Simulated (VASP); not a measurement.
**SiC: single point with PBE**

Crystal: SiC.

```
CELL_PARAMETERS angstrom
0.00000 2.25158 2.07146
2.25158 0.00000 2.07146
2.25158 2.25158 0.00000
ATOMIC_POSITIONS crystal
Si 0.00000 0.00000 0.00000
C 0.75000 0.75000 0.75000
```

This cell differs from its parent crystal: ratio of the length along z to the lengths across it x 0.92, volume and fractional coordinates fixed.

```yaml
Program: VASP 6.6.1
Task: single point
Functional: PBE
Potentials_or_basis: VASP PAW PBE potentials, release 64 (Si, C)
Cutoff: 520 eV
k_mesh: 12 × 12 × 12
Occupations: gaussian, width 0.05 eV
Spin: no spin polarisation
```

The pressure is -0.6 GPa and the band gap on the k mesh is 0.58 eV, indirect (least direct gap 4.44 eV).

Stress tensor (GPa, compression positive):
```
-6.56  0.00  0.00
 0.00 -6.56  0.00
 0.00  0.00 11.41
```

Levels at points of the mesh, in eV from the valence-band top:
| k point | band 1 | band 2 | band 3 | band 4 | band 5 | band 6 | band 7 | band 8 |
| --- | --- | --- | --- | --- | --- | --- | --- | --- |
| (0.00, 0.00, 0.00) | -15.63 | -0.50 | -0.50 | 0.00 | 5.68 | 6.72 | 6.97 | 6.97 |
| (0.50, 0.00, 0.00) | -12.10 | -8.79 | -1.85 | -0.94 | 4.55 | 6.23 | 7.86 | 9.74 |
| (0.50, 0.50, 0.00) | -10.26 | -7.40 | -4.06 | -4.06 | 0.58 | 2.97 | 13.27 | 13.27 |
| (0.50, 0.00, 0.50) | -10.88 | -8.43 | -3.23 | -3.11 | 1.32 | 4.42 | 12.33 | 13.61 |

It took 8.8 s on 1 thread of Intel(R) Xeon(R) 6975P-C (Granite Rapids), on a shared host, peak memory 0.15 GiB.

 A k mesh can miss the band edges.
